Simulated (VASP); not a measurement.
# Lu (P6/mmm) in VASP: relaxation of cell and atoms with PBE

Aim: the relaxation of cell and atoms of Lu with PBE.

Everything below comes from runs of VASP 6.6.1. Logs are shortened: lines on timing, memory, paths and dates and some standing lists are left out, and cuts for length are marked.

## (1) The cell of the first run

Symmetry: P6/mmm, No. 191, hexagonal system. The conventional cell has a = 5.503 Å, b = 5.503 Å, c = 3.374 Å, α = 90.00°, β = 90.00°, γ = 120.00°. Lu (site symmetry 6/mmm) has 14 Lu at 3.37 to 3.60 Å within 4.4 Å. Within 4.2 Å of Lu (site symmetry -6m2) lie 11 Lu at 3.18 to 3.60 Å.

This isn't the form of Lu at room conditions, which is hcp.

## (2) Relaxation of cell and atoms, PBE

Contents of INCAR:

```
PREC = Accurate ; ENCUT = 600
EDIFF = 1E-6 ; ISMEAR = -1
SIGMA = 0.1 ; LREAL = F
LASPH = T ; NELM = 80
ALGO = Normal ; ISIF = 3
LWAVE = F ; LCHARG = F
GGA = PE ; IBRION = 2
NSW = 80 ; EDIFFG = -0.01
```

Contents of KPOINTS:

```
regular mesh
0
Gamma
  7 7 9
```

Contents of POSCAR:

```
Lu
1.0
    5.5034237973      0.0000000000      0.0000000000
   -2.7517118986      4.7661048162      0.0000000000
    0.0000000000      0.0000000000      3.3735987877
Lu
3
Direct
    0.0000000000      0.0000000000      0.0000000000
    0.3333333333      0.6666666667      0.5000000000
    0.6666666667      0.3333333333      0.5000000000
```

Potentials or basis: VASP PAW PBE potentials, release 64 (Lu).

On the command line:

```bash
$ cat potpaw_PBE.64/Lu/POTCAR > POTCAR
$ mpirun -np 1 vasp_std > vasp.out
```

OUTCAR:

```text
PREC = Accurate
   ENCUT = 600
   EDIFF = 1E-6
   ISMEAR = -1
   LREAL = F
   LASPH = T
   NELM = 80
   ISIF = 3
   GGA = PE
   IBRION = 2
   NSW = 80
   EDIFFG = -0.01

 ion  position               nearest neighbor table
   1  0.000  0.000  0.000-   2 3.60   3 3.60   2 3.60   3 3.60   2 3.60   2 3.60   3 3.60   3 3.60
                             3 3.60   3 3.60   2 3.60   2 3.60
   2  0.333  0.667  0.500-   3 3.18   3 3.18   3 3.18   1 3.60   1 3.60   1 3.60   1 3.60   1 3.60
                             1 3.60
   3  0.667  0.333  0.500-   2 3.18   2 3.18   2 3.18   1 3.60   1 3.60   1 3.60   1 3.60   1 3.60
                             1 3.60

  LATTYP: Found a hexagonal cell.
 ALAT       =     5.5034237973
 C/A-ratio  =     0.6130000000

  Lattice vectors:

 A1 = (   5.5034237973,   0.0000000000,   0.0000000000)
 A2 = (  -2.7517118986,   4.7661048162,   0.0000000000)
 A3 = (   0.0000000000,   0.0000000000,   3.3735987877)

Analysis of symmetry for initial positions (statically):
=====================================================================
 Subroutine PRICEL returns:
 Original cell was already a primitive cell.

 Routine SETGRP: Setting up the symmetry group for a
 hexagonal supercell.

 Subroutine GETGRP returns: Found 24 space group operations
 (whereof 24 operations were pure point group operations)
 out of a pool of 24 trial point group operations.

The static configuration has the point symmetry D_6h.

Analysis of symmetry for dynamics (positions and initial velocities):
=====================================================================
 Subroutine PRICEL returns:
 Original cell was already a primitive cell.

 Routine SETGRP: Setting up the symmetry group for a
 hexagonal supercell.

 Subroutine GETGRP returns: Found 24 space group operations
 (whereof 24 operations were pure point group operations)
 out of a pool of 24 trial point group operations.

The dynamic configuration has the point symmetry D_6h.

 Subroutine INISYM returns: Found 24 space group operations
 (whereof 24 operations are pure point group operations),
 and found     1 'primitive' translations

----------------------------------------------------------------------------------------

                                     Primitive cell

  volume of cell :      88.4891

  direct lattice vectors                    reciprocal lattice vectors
     5.503423797  0.000000000  0.000000000     0.181705069  0.104907470  0.000000000
    -2.751711899  4.766104816  0.000000000     0.000000000  0.209814941  0.000000000
     0.000000000  0.000000000  3.373598788     0.000000000  0.000000000  0.296419362

  length of vectors
     5.503423797  5.503423797  3.373598788     0.209814941  0.209814941  0.296419362

  position of ions in fractional coordinates (direct lattice)
     0.000000000  0.000000000  0.000000000
     0.333333333  0.666666667  0.500000000
     0.666666667  0.333333333  0.500000000

  ion indices of the primitive-cell ions
   primitive index   ion index
                 1           1
                 2           2
                 3           3

----------------------------------------------------------------------------------------

 KPOINTS: regular mesh

Automatic generation of k-mesh.
 Grid dimensions read from file:
 generate k-points for:    7    7    9

 Generating k-lattice:

  Cartesian coordinates                     Fractional coordinates (reciprocal lattice)
     0.025957867  0.014986781  0.000000000     0.142857143  0.000000000  0.000000000
     0.000000000  0.029973563  0.000000000     0.000000000  0.142857143  0.000000000
     0.000000000  0.000000000  0.032935485     0.000000000  0.000000000  0.111111111

  Length of vectors
     0.029973563  0.029973563  0.032935485

  Shift w.r.t. Gamma in fractional coordinates (k-lattice)
     0.000000000  0.000000000  0.000000000

 Subroutine IBZKPT returns following result:
 ===========================================

 Found     40 irreducible k-points:

 Following reciprocal coordinates:
            Coordinates               Weight
  0.000000  0.000000  0.000000      1.000000
  0.142857  0.000000  0.000000      6.000000
  0.285714  0.000000  0.000000      6.000000
  0.428571 -0.000000  0.000000      6.000000
  0.142857  0.142857  0.000000      6.000000
  0.285714  0.142857  0.000000     12.000000
[... 16 lines left out ...]
  0.428571  0.142857  0.222222     12.000000
  0.285714  0.285714  0.222222     12.000000
 [... further k-points ...]
   k-points           NKPTS =     40   k-points in BZ     NKDIM =     40   number of bands    NBANDS=     45
   number of dos      NEDOS =    301   number of ions     NIONS =      3
   total plane-waves  NPLWV =  64512
   dimension x,y,z NGX =    48 NGY =   48 NGZ =   28
   dimension x,y,z NGXF=    96 NGYF=   96 NGZF=   56
   ions per type =               3
   NGX,Y,Z   is equivalent  to a cutoff of  14.50, 14.50, 13.80 a.u.
   NGXF,Y,Z  is equivalent  to a cutoff of  29.00, 29.00, 27.60 a.u.
 SYSTEM =  unknown system
   PREC   = accura    normal or accurate (medium, high low for compatibility)
   ISTART =      0    job   : 0-new  1-cont  2-samecut
   ICHARG =      2    charge: 1-file 2-atom 10-const
   ISPIN  =      1    spin polarized calculation?
   LNONCOLLINEAR =      F non collinear calculations
   LSORBIT =      F    spin-orbit coupling
   LASPH  =      T    aspherical Exc in radial PAW
   ENCUT  =  600.0 eV  44.10 Ry    6.64 a.u.  10.99 10.99  6.74*2*pi/ulx,y,z
   NELM   =     80;   NELMIN=  2; NELMDL= -5     # of ELM steps
   EDIFF  = 0.1E-05   stopping-criterion for ELM
   LREAL  =      F    real-space projection
   EDIFFG = -.1E-01   stopping-criterion for IOM
   NSW    =     80    number of steps for IOM
   IBRION =      2    ionic relax: 0-MD 1-quasi-New 2-CG
   NFREE  =      1    steps in history (QN), initial steepest desc. (CG)
   ISIF   =      3    stress and relaxation
   ISYM   =      2    0-nonsym 1-usesym 2-fastsym
   POTIM  = 0.5000    time-step for ionic-motion
   TEBEG  =    0.0;   TEEND  =   0.0 temperature during run
   PSTRESS=    0.0 pullay stress
   NELECT =      75.0000    total number of electrons
   NUPDOWN=      -1.0000    fix difference up-down
   EMIN   =  10.00;   EMAX   =-10.00  energy-range for DOS
   EFERMI =   0.00;   METHOD = LEGACY
   ISMEAR =    -1;   SIGMA  =   0.10  broadening in eV -4-tet -1-fermi 0-gaus
   EFERMI_NEDOS =   21; number of points for ismear=-14 and -15
   IALGO  =     38    algorithm
   IMIX   =      4    mixing-type and parameters
     AMIX     =   0.40;   BMIX     =  1.00
     AMIX_MAG =   1.60;   BMIX_MAG =  1.00
  volume/ion in A,a.u.               =      29.50       199.05
  Fermi-wavevector in a.u.,A,eV,Ry     =   1.549287  2.927728 32.657938  2.400291
  Thomas-Fermi vector in A             =   2.654116
   LORBIT       =      0    0 simple, 1 ext, 2 COOP (PROOUT), +10 PAW based schemes
   GGA     = PE    functional components
   LHFCALC =     F    Hartree Fock is set to
   AEXX    =    0.0000 exact exchange contribution
   IVDW    =     0    specifies the selected vdW correction
   LEPSILON=     F    determine dielectric tensor
   LRPA    =     F    only Hartree local field effects (RPA)
 conjugate gradient relaxation of ions
 non-spin polarized calculation
  energy-cutoff  :      600.00
  volume of cell :       88.49
 maximum number of plane-waves:      2967
 NGX is ok and might be reduce to    48
   NGX = 21   NGY = 21   NGZ = 13

--------------------------------------- Ionic step        1  -------------------------------------------

 number of electron      75.0000027 magnetization

 Free energy of the ion-electron system (eV)
  ---------------------------------------------------
  ext. energy  EPLUGINS =         0.00000000
  ---------------------------------------------------
  free energy    TOTEN  =       -13.36857394 eV

  energy without entropy =      -13.19368607  energy(sigma->0) =      -13.28113001

------------------------ aborting loop because EDIFF is reached ----------------------------------------

  FORCE on cell =-STRESS in cart. coord.  units (eV):
  Direction    XX          YY          ZZ          XY          YZ          ZX
  --------------------------------------------------------------------------------------
  -------------------------------------------------------------------------------------
  Total       -0.5241282     -0.5241282      0.4085776     -0.0000000      0.0000000     -0.0000000
  in kB       -9.4898238     -9.4898238      7.3976728     -0.0000000      0.0000000     -0.0000000
  external PRESSURE =      -3.8606583 kB  Pullay stress =       0.0000000 kB
[... 92 lines left out ...]
  FREE ENERGIE OF THE ION-ELECTRON SYSTEM (eV)
  ---------------------------------------------------
  free  energy   TOTEN  =       -13.3768029898 eV

  energy  without entropy=      -13.2106772885  energy(sigma->0) =      -13.29374014

[... ionic steps 4 to 12 ...]

--------------------------------------- Ionic step       13  -------------------------------------------

 number of electron      75.0000003 magnetization

------------------------ aborting loop because EDIFF is reached ----------------------------------------

  FORCE on cell =-STRESS in cart. coord.  units (eV):
  Direction    XX          YY          ZZ          XY          YZ          ZX
  --------------------------------------------------------------------------------------
  -------------------------------------------------------------------------------------
  Total        0.0148336      0.0148336      0.0463446      0.0000000      0.0000000     -0.0000000
  in kB        0.2713411      0.2713411      0.8477493      0.0000000      0.0000000     -0.0000000
  external PRESSURE =       0.4634772 kB  Pullay stress =       0.0000000 kB
[... 59 lines left out ...]
  energy  without entropy=      -13.2110090058  energy(sigma->0) =      -13.29403360

--------------------------------------- Ionic step       15  -------------------------------------------

 number of electron      75.0000002 magnetization

 Free energy of the ion-electron system (eV)
  ---------------------------------------------------
  ext. energy  EPLUGINS =         0.00000000
  ---------------------------------------------------
  free energy    TOTEN  =       -13.37705472 eV

  energy without entropy =      -13.21097363  energy(sigma->0) =      -13.29401418

 E-fermi :   2.1607     XC(G=0): -10.6481

 val. band max:        2.1584284335   @ k =   0.4286  -0.0000   0.2222
 cond. band min:       2.1881396636   @ k =   0.2857   0.0000   0.2222
 fundamental gap:      0.0297112301
 Fermi energy:         2.1606721139

 k-point     1 :       0.0000    0.0000    0.0000
  band No.  band energies     occupation
      1     -54.0831      2.00000
      2     -54.0312      2.00000
      3     -53.9498      2.00000
      4     -24.9522      2.00000
      5     -24.9522      2.00000
      6     -24.7128      2.00000
[... 1141 lines left out ...]
     44       4.8892      0.00000
     45       6.2508      0.00000

 [... further k-points ...]

------------------------ aborting loop because EDIFF is reached ----------------------------------------

  FORCE on cell =-STRESS in cart. coord.  units (eV):
  Direction    XX          YY          ZZ          XY          YZ          ZX
  --------------------------------------------------------------------------------------
  -------------------------------------------------------------------------------------
  Total        0.0007279      0.0007279      0.0045218      0.0000000      0.0000000      0.0000000
  in kB        0.0133076      0.0133076      0.0826725      0.0000000      0.0000000      0.0000000
  external PRESSURE =       0.0364292 kB  Pullay stress =       0.0000000 kB
[... 18 lines left out ...]
  FREE ENERGIE OF THE ION-ELECTRON SYSTEM (eV)
  ---------------------------------------------------
  free  energy   TOTEN  =       -13.3770547226 eV

  energy  without entropy=      -13.2109736323  energy(sigma->0) =      -13.29401418

 reached required accuracy - stopping structural energy minimisation
```

Run time: 22 min. Hardware: 1 thread of Intel Xeon Platinum 8488C (Sapphire Rapids), shared host; peak memory 0.34 GiB.

Results:

```
Free energy                           : -13.3771 eV
Relaxed volume                        : 29.21 Å³/atom
Relaxed cell                          : a = 5.444 Å, b = 5.444 Å, c = 3.414 Å, α = 90.00°, β = 90.00°, γ = 120.00°
Space group after relaxing (to 0.1 Å) : P6/mmm (No. 191)
Energy gained by relaxing             : 2.8 meV/atom
Ionic steps                           : 15
Pressure after relaxing               : 0.0 GPa
Band gap on the k mesh                : zero (an odd number of electrons rules out a gap without spin polarisation)
```

Step by step:
```tsv
step	energy change (eV)	largest force (eV/Å)	pressure (GPa)	volume (Å³)
1	0.0000	0.0000	-0.39	88.49
2	-0.0076	0.0000	-0.03	87.58
3	-0.0082	0.0000	0.26	87.22
4	-0.0082	0.0000	0.29	87.27
5	-0.0081	0.0000	0.04	87.42
6	-0.0082	0.0000	0.22	87.30
7	-0.0084	0.0000	-0.08	87.78
8	-0.0085	0.0000	-0.13	87.59
9	-0.0084	0.0000	-0.01	87.53
10	-0.0085	0.0000	0.13	87.55
11	-0.0085	0.0000	0.10	87.58
12	-0.0085	0.0000	0.03	87.59
13	-0.0085	0.0000	0.05	87.59
14	-0.0085	0.0000	0.05	87.59
15	-0.0085	0.0000	0.00	87.63
```

Final structure:
```
CELL_PARAMETERS angstrom
5.44431 0.00000 0.00000
-2.72215 4.71491 0.00000
0.00000 0.00000 3.41388
ATOMIC_POSITIONS crystal
Lu 0.00000 0.00000 0.00000
Lu 0.33333 0.66667 0.50000
Lu 0.66667 0.33333 0.50000
```

Caveat: spin-orbit coupling is left out, which moves the levels of the heavy elements.

The gap in the log of VASP goes by the Fermi energy; the results here count the filled bands.